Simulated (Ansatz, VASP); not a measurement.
**GaP: VASP beside Ansatz**

```xyz
2
Lattice="0.0000 2.7183 2.7183 2.7183 0.0000 2.7183 2.7183 2.7183 0.0000" Properties=species:S:1:pos:R:3 pbc="T T T"
Ga    0.0000    0.0000    0.0000
P     1.3592    1.3592    1.3592
```

Alike in both runs: functional r2SCAN; dispersion rVV10; k mesh 6 × 6 × 6; no spin polarisation.

Ansatz relaxed the structure, and its values are those at the end. VASP's run is a single point on that final structure, the one shown.

|  | VASP | Ansatz |
| --- | --- | --- |
| version | VASP 6.6.1 | Ansatz 0.2.0 |
| potentials or method | VASP PAW PBE potentials, release 64 (Ga_d, P) | plane waves, PAW |
| plane-wave cutoff (eV) | 520 | 500 |
| occupations | gaussian, width 0.01 eV | fixed |
| valence electrons in the cell | 18 | 18 |

```tsv
	VASP	Ansatz	Ansatz less VASP
pressure (GPa)	0.0	0.0	+0.05
```

VASP's potentials were made for PBE, not for r2SCAN.
